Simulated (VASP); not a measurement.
Wanted: the native input for a VASP 6.6.1 run.

* Task: electric field gradients
* Functional: PBE
* Potentials or basis: VASP PAW PBE potentials, release 64 (B, As)
* Cutoff: 520 eV
* k mesh: 14 × 14 × 14
* Occupations: fermi-dirac, width 0.05 eV
* Spin: no spin polarisation
* Dipole correction: no
* Further INCAR settings: ALGO = Normal; EDIFF = 1e-08; NBANDS = 11

The structure of BAs (rocksalt type) lies in POSCAR:

```
BAs
1.0
    0.0000000000      2.3068473379      2.3068473379
    2.3068473379      0.0000000000      2.3068473379
    2.3068473379      2.3068473379      0.0000000000
B As
1 1
Direct
    0.0000000000      0.0000000000      0.0000000000
    0.5000000000      0.5000000000      0.5000000000
```

The input as run:

INCAR

```
SYSTEM = BAs
PREC     = Accurate       ! precision mode
ENCUT    = 520            ! plane-wave cutoff, eV
EDIFF    = 1E-8           ! SCF threshold, eV
ISMEAR   = -1             ! smearing method
SIGMA    = 0.05           ! smearing width, eV
LREAL    = .False.        ! projectors in reciprocal space
LASPH    = .True.         ! aspherical terms in the spheres
NELM     = 60             ! most SCF steps
ALGO     = Normal         ! electronic algorithm
ISIF     = 2              ! what is computed and relaxed
LWAVE    = .False.        ! write WAVECAR
LCHARG   = .False.        ! write CHGCAR
GGA      = PE             ! functional
LEFG     = .True.       
NBANDS   = 11             ! bands
```

KPOINTS

```
Automatic mesh
0
Gamma
  14 14 14
  0 0 0
```

Potentials or basis: VASP PAW PBE potentials, release 64 (B, As).

The run is started by

```bash
$ cat potpaw_PBE.64/B/POTCAR potpaw_PBE.64/As/POTCAR > POTCAR
$ mpirun -np 1 vasp_std > vasp.out
```

It gave:

* Pressure: 0.3 GPa
* Band gap on the k mesh: zero (band 4 reaches 8.85 eV, above the bottom of band 5 at 3.88 eV)

Caveat: without QUAD_EFG the Cq values of the log hold for a quadrupole moment of 1 mb, not for the nuclei.

Run time: 15 s on 1 thread of Intel(R) Xeon(R) Platinum 8259CL CPU @ 2.50GHz (Skylake/Cascade Lake) (shared host), peak memory 0.16 GiB.
